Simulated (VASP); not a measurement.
# Y (Fd-3m) in VASP: single point with PBE

Aim: the single point of Y with PBE.

Program: VASP 6.6.1. These are calculated values, not measurements. Logs are shortened: lines on timing, memory, paths and dates and some standing lists are left out, and cuts for length are marked.

### Step 1. The cell of the first run

It takes space group Fd-3m (No. 227, cubic). The conventional cell has a = 7.034 Å, b = 7.034 Å, c = 7.034 Å, α = 90.00°, β = 90.00°, γ = 90.00°. Within 4.0 Å of Y (site symmetry -43m) lie 4 Y at 3.05 Å.

### Step 2. Single point, PBE

File INCAR:

```
SYSTEM = Y
PREC = Accurate
ENCUT = 520
EDIFF = 1E-6
ISMEAR = 0
SIGMA = 0.1
LREAL = .FALSE.
LASPH = .TRUE.
NELM = 80
ALGO = Fast
ISIF = 2
LWAVE = .FALSE.
LCHARG = .FALSE.
GGA = PE
NBANDS = 18
```

File KPOINTS:

```
regular mesh
0
G
  12 12 12
  0 0 0
```

File POSCAR:

```
Y
1.0
    0.0000000000      3.5169432857      3.5169432857
    3.5169432857      0.0000000000      3.5169432857
    3.5169432857      3.5169432857      0.0000000000
Y
2
Direct
    0.5000000000      0.5000000000      0.5000000000
    0.7500000000      0.7500000000      0.7500000000
```

Potentials or basis: VASP PAW PBE potentials, release 64 (Y_sv).

Launch:

```console
> cat potpaw_PBE.64/Y_sv/POTCAR > POTCAR
> mpirun -np 1 vasp_std > vasp.out
```

OUTCAR:

```text
SYSTEM = Y
   PREC = Accurate
   ENCUT = 520
   EDIFF = 1E-6
   ISMEAR = 0
   LREAL = .FALSE.
   LASPH = .TRUE.
   NELM = 80
   ISIF = 2
   GGA = PE

 ion  position               nearest neighbor table
   1  0.500  0.500  0.500-   2 3.05   2 3.05   2 3.05   2 3.05
   2  0.750  0.750  0.750-   1 3.05   1 3.05   1 3.05   1 3.05

  LATTYP: Found a face centered cubic cell.
 ALAT       =     7.0338865714

  Lattice vectors:

 A1 = (   0.0000000000,   3.5169432857,   3.5169432857)
 A2 = (   3.5169432857,   0.0000000000,   3.5169432857)
 A3 = (   3.5169432857,   3.5169432857,   0.0000000000)

Analysis of symmetry for initial positions (statically):
=====================================================================
 Subroutine PRICEL returns:
 Original cell was already a primitive cell.

 Routine SETGRP: Setting up the symmetry group for a
 face centered cubic supercell.

 Subroutine GETGRP returns: Found 48 space group operations
 (whereof 24 operations were pure point group operations)
 out of a pool of 48 trial point group operations.

The static configuration has the point symmetry T_d .
 The point group associated with its full space group is O_h .

Analysis of symmetry for dynamics (positions and initial velocities):
=====================================================================
 Subroutine PRICEL returns:
 Original cell was already a primitive cell.

 Routine SETGRP: Setting up the symmetry group for a
 face centered cubic supercell.

 Subroutine GETGRP returns: Found 48 space group operations
 (whereof 24 operations were pure point group operations)
 out of a pool of 48 trial point group operations.

The dynamic configuration has the point symmetry T_d .
 The point group associated with its full space group is O_h .

 Subroutine INISYM returns: Found 48 space group operations
 (whereof 24 operations are pure point group operations),
 and found     1 'primitive' translations

----------------------------------------------------------------------------------------

                                     Primitive cell

  volume of cell :      87.0014

  direct lattice vectors                    reciprocal lattice vectors
     0.000000000  3.516943286  3.516943286    -0.142168912  0.142168912  0.142168912
     3.516943286  0.000000000  3.516943286     0.142168912 -0.142168912  0.142168912
     3.516943286  3.516943286  0.000000000     0.142168912  0.142168912 -0.142168912

  length of vectors
     4.973708893  4.973708893  4.973708893     0.246243779  0.246243779  0.246243779

  position of ions in fractional coordinates (direct lattice)
     0.500000000  0.500000000  0.500000000
     0.750000000  0.750000000  0.750000000

  ion indices of the primitive-cell ions
   primitive index   ion index
                 1           1
                 2           2

----------------------------------------------------------------------------------------

 KPOINTS: regular mesh

Automatic generation of k-mesh.
 Grid dimensions read from file:
 generate k-points for:   12   12   12

 Generating k-lattice:

  Cartesian coordinates                     Fractional coordinates (reciprocal lattice)
    -0.011847409  0.011847409  0.011847409     0.083333333  0.000000000  0.000000000
     0.011847409 -0.011847409  0.011847409     0.000000000  0.083333333  0.000000000
     0.011847409  0.011847409 -0.011847409     0.000000000  0.000000000  0.083333333

  Length of vectors
     0.020520315  0.020520315  0.020520315

  Shift w.r.t. Gamma in fractional coordinates (k-lattice)
     0.000000000  0.000000000  0.000000000

 Subroutine IBZKPT returns following result:
 ===========================================

 Found     72 irreducible k-points:

 Following reciprocal coordinates:
            Coordinates               Weight
  0.000000  0.000000  0.000000      1.000000
  0.083333  0.000000  0.000000      8.000000
  0.166667  0.000000  0.000000      8.000000
  0.250000  0.000000  0.000000      8.000000
  0.333333  0.000000  0.000000      8.000000
  0.416667  0.000000  0.000000      8.000000
[... 16 lines left out ...]
  0.500000  0.166667  0.000000     24.000000
 -0.416667  0.166667  0.000000     24.000000
 [... further k-points ...]
   k-points           NKPTS =     72   k-points in BZ     NKDIM =     72   number of bands    NBANDS=     18
   number of dos      NEDOS =    301   number of ions     NIONS =      2
   total plane-waves  NPLWV =  64000
   dimension x,y,z NGX =    40 NGY =   40 NGZ =   40
   dimension x,y,z NGXF=    80 NGYF=   80 NGZF=   80
   ions per type =               2
   NGX,Y,Z   is equivalent  to a cutoff of  13.37, 13.37, 13.37 a.u.
   NGXF,Y,Z  is equivalent  to a cutoff of  26.74, 26.74, 26.74 a.u.
 SYSTEM =  Y
   PREC   = accura    normal or accurate (medium, high low for compatibility)
   ISTART =      0    job   : 0-new  1-cont  2-samecut
   ICHARG =      2    charge: 1-file 2-atom 10-const
   ISPIN  =      1    spin polarized calculation?
   LNONCOLLINEAR =      F non collinear calculations
   LSORBIT =      F    spin-orbit coupling
   LASPH  =      T    aspherical Exc in radial PAW
   ENCUT  =  520.0 eV  38.22 Ry    6.18 a.u.   9.25  9.25  9.25*2*pi/ulx,y,z
   NELM   =     80;   NELMIN=  2; NELMDL= -5     # of ELM steps
   EDIFF  = 0.1E-05   stopping-criterion for ELM
   LREAL  =      F    real-space projection
   EDIFFG = 0.1E-04   stopping-criterion for IOM
   NSW    =      0    number of steps for IOM
   IBRION =     -1    ionic relax: 0-MD 1-quasi-New 2-CG
   NFREE  =      0    steps in history (QN), initial steepest desc. (CG)
   ISIF   =      2    stress and relaxation
   ISYM   =      2    0-nonsym 1-usesym 2-fastsym
   POTIM  = 0.5000    time-step for ionic-motion
   TEBEG  =    0.0;   TEEND  =   0.0 temperature during run
   PSTRESS=    0.0 pullay stress
   NELECT =      22.0000    total number of electrons
   NUPDOWN=      -1.0000    fix difference up-down
   EMIN   =  10.00;   EMAX   =-10.00  energy-range for DOS
   EFERMI =   0.00;   METHOD = LEGACY
   ISMEAR =     0;   SIGMA  =   0.10  broadening in eV -4-tet -1-fermi 0-gaus
   EFERMI_NEDOS =   21; number of points for ismear=-14 and -15
   IALGO  =     68    algorithm
   IMIX   =      4    mixing-type and parameters
     AMIX     =   0.40;   BMIX     =  1.00
     AMIX_MAG =   1.60;   BMIX_MAG =  1.00
  volume/ion in A,a.u.               =      43.50       293.56
  Fermi-wavevector in a.u.,A,eV,Ry     =   1.035238  1.956317 14.581615  1.071718
  Thomas-Fermi vector in A             =   2.169572
   LORBIT       =      0    0 simple, 1 ext, 2 COOP (PROOUT), +10 PAW based schemes
   GGA     = PE    functional components
   LHFCALC =     F    Hartree Fock is set to
   AEXX    =    0.0000 exact exchange contribution
   IVDW    =     0    specifies the selected vdW correction
   LEPSILON=     F    determine dielectric tensor
   LRPA    =     F    only Hartree local field effects (RPA)
 non-spin polarized calculation
 RMM-DIIS sequential band-by-band and
 Gauss-broadening in eV      SIGMA  =   0.10
  energy-cutoff  :      520.00
  volume of cell :       87.00
 maximum number of plane-waves:      2397
 NGX is ok and might be reduce to    40
   NGX = 19   NGY = 19   NGZ = 19

 number of electron      22.0000002 magnetization

 Free energy of the ion-electron system (eV)
  ---------------------------------------------------
  ext. energy  EPLUGINS =         0.00000000
  ---------------------------------------------------
  free energy    TOTEN  =        -8.91432193 eV

  energy without entropy =       -8.89017993  energy(sigma->0) =       -8.90225093

 E-fermi :   1.3787     XC(G=0):  -8.1938

 val. band max:        1.3762583241   @ k =   0.2500   0.0833   0.0000
 cond. band min:       1.3923540479   @ k =   0.0833   0.0833   0.0000
 fundamental gap:      0.0160957238
 Fermi energy:         1.3787050197

 k-point     1 :       0.0000    0.0000    0.0000
  band No.  band energies     occupation
      1     -41.9426      2.00000
      2     -41.6635      2.00000
      3     -22.1361      2.00000
      4     -22.1361      2.00000
      5     -22.1361      2.00000
      6     -21.5348      2.00000
[... 10 lines left out ...]
     17       3.3716      0.00000
     18       6.3553      0.00000

 k-point     2 :       0.0833    0.0000    0.0000
  band No.  band energies     occupation
      1     -41.9391      2.00000
      2     -41.6671      2.00000
      3     -22.1412      2.00000
      4     -22.1412      2.00000
      5     -22.1357      2.00000
      6     -21.5359      2.00000
[... 10 lines left out ...]
     17       3.3591      0.00000
     18       6.3337      0.00000

 k-point     3 :       0.1667    0.0000    0.0000
  band No.  band energies     occupation
      1     -41.9290      2.00000
      2     -41.6775      2.00000
      3     -22.1546      2.00000
      4     -22.1546      2.00000
      5     -22.1348      2.00000
      6     -21.5388      2.00000
[... 10 lines left out ...]
     17       3.3586      0.00000
     18       6.2633      0.00000

 k-point     4 :       0.2500    0.0000    0.0000
  band No.  band energies     occupation
      1     -41.9137      2.00000
      2     -41.6932      2.00000
      3     -22.1721      2.00000
      4     -22.1721      2.00000
      5     -22.1340      2.00000
      6     -21.5423      2.00000
[... 10 lines left out ...]
     17       3.4708      0.00000
     18       6.1289      0.00000

 k-point     5 :       0.3333    0.0000    0.0000
  band No.  band energies     occupation
      1     -41.8959      2.00000
      2     -41.7114      2.00000
      3     -22.1886      2.00000
      4     -22.1886      2.00000
      5     -22.1335      2.00000
      6     -21.5453      2.00000
[... 10 lines left out ...]
     17       3.7406      0.00000
     18       5.9372      0.00000

 k-point     6 :       0.4167    0.0000    0.0000
  band No.  band energies     occupation
      1     -41.8802      2.00000
      2     -41.7274      2.00000
      3     -22.2002      2.00000
      4     -22.2002      2.00000
      5     -22.1335      2.00000
      6     -21.5473      2.00000
[... 10 lines left out ...]
     17       4.0628      0.00000
     18       5.7681      0.00000

 k-point     7 :       0.5000    0.0000    0.0000
  band No.  band energies     occupation
      1     -41.8736      2.00000
      2     -41.7342      2.00000
      3     -22.2044      2.00000
      4     -22.2044      2.00000
      5     -22.1335      2.00000
      6     -21.5479      2.00000
[... 10 lines left out ...]
     17       4.2276      0.00000
     18       5.5526      0.00000

 k-point     8 :       0.0833    0.0833    0.0000
  band No.  band energies     occupation
      1     -41.9379      2.00000
      2     -41.6684      2.00000
      3     -22.1472      2.00000
      4     -22.1472      2.00000
      5     -22.1263      2.00000
      6     -21.5460      2.00000
[... 10 lines left out ...]
     17       3.3701      0.00000
     18       6.2259      0.00000
[... 229 lines left out ...]
     17       3.3970      0.00000
     18       5.8545      0.00000

 k-point    20 :       0.2500    0.1667    0.0000
  band No.  band energies     occupation
      1     -41.9123      2.00000
      2     -41.6947      2.00000
      3     -22.1946      2.00000
      4     -22.1936      2.00000
      5     -22.0800      2.00000
      6     -21.5978      2.00000
[... 10 lines left out ...]
     17       3.4854      0.00000
     18       5.6120      0.00000

 k-point    21 :       0.3333    0.1667    0.0000
  band No.  band energies     occupation
      1     -41.8959      2.00000
      2     -41.7114      2.00000
      3     -22.2161      2.00000
      4     -22.2096      2.00000
      5     -22.0647      2.00000
      6     -21.6144      2.00000
[... 10 lines left out ...]
     17       3.7302      0.00000
     18       5.3668      0.00000

 k-point    22 :       0.4167    0.1667    0.0000
  band No.  band energies     occupation
      1     -41.8781      2.00000
      2     -41.7296      2.00000
      3     -22.2366      2.00000
      4     -22.2201      2.00000
      5     -22.0525      2.00000
      6     -21.6269      2.00000
[... 10 lines left out ...]
     17       4.0320      0.00000
     18       5.2044      0.00000

 k-point    23 :       0.5000    0.1667    0.0000
  band No.  band energies     occupation
      1     -41.8643      2.00000
      2     -41.7436      2.00000
      3     -22.2516      2.00000
      4     -22.2228      2.00000
      5     -22.0467      2.00000
      6     -21.6325      2.00000
[... 10 lines left out ...]
     17       4.0664      0.00000
     18       5.3787      0.00000

 k-point    24 :      -0.4167    0.1667    0.0000
  band No.  band energies     occupation
      1     -41.8623      2.00000
      2     -41.7456      2.00000
      3     -22.2572      2.00000
      4     -22.2172      2.00000
      5     -22.0497      2.00000
      6     -21.6289      2.00000
[... 10 lines left out ...]
     17       4.0468      0.00000
     18       5.0955      0.00000

 [... further k-points ...]

------------------------ aborting loop because EDIFF is reached ----------------------------------------

  FORCE on cell =-STRESS in cart. coord.  units (eV):
  Direction    XX          YY          ZZ          XY          YZ          ZX
  --------------------------------------------------------------------------------------
  -------------------------------------------------------------------------------------
  Total        0.0060301      0.0060301      0.0060301      0.0000000     -0.0000000      0.0000000
  in kB        0.1110483      0.1110483      0.1110483      0.0000000     -0.0000000      0.0000000
  external PRESSURE =       0.1110483 kB  Pullay stress =       0.0000000 kB

 VOLUME and BASIS-vectors are now :
 -----------------------------------------------------------------------------
  energy-cutoff  :      520.00
  volume of cell :       87.00
      direct lattice vectors                 reciprocal lattice vectors
     0.000000000  3.516943286  3.516943286    -0.142168912  0.142168912  0.142168912
     3.516943286  0.000000000  3.516943286     0.142168912 -0.142168912  0.142168912
     3.516943286  3.516943286  0.000000000     0.142168912  0.142168912 -0.142168912

 POSITION                                       TOTAL-FORCE (eV/Angst)
 -----------------------------------------------------------------------------------
      3.51694      3.51694      3.51694        -0.000000     -0.000000     -0.000000
      5.27541      5.27541      5.27541         0.000000      0.000000      0.000000
 -----------------------------------------------------------------------------------
    total drift:                               -0.000000     -0.000000      0.000000

  FREE ENERGIE OF THE ION-ELECTRON SYSTEM (eV)
  ---------------------------------------------------
  free  energy   TOTEN  =        -8.9143219293 eV

  energy  without entropy=       -8.8901799281  energy(sigma->0) =       -8.90225093
```

Run time: 1.7 min. Hardware: 1 thread of Intel Xeon 6975P-C (Granite Rapids), shared host; peak memory 0.31 GiB.

What came out:

| Quantity | Value |
| --- | --- |
| Free energy | -8.9143 eV |
| Pressure | 0.0 GPa |
| Band gap on the k mesh | zero (band 11 reaches 1.87 eV, above the bottom of band 12 at 1.09 eV) |
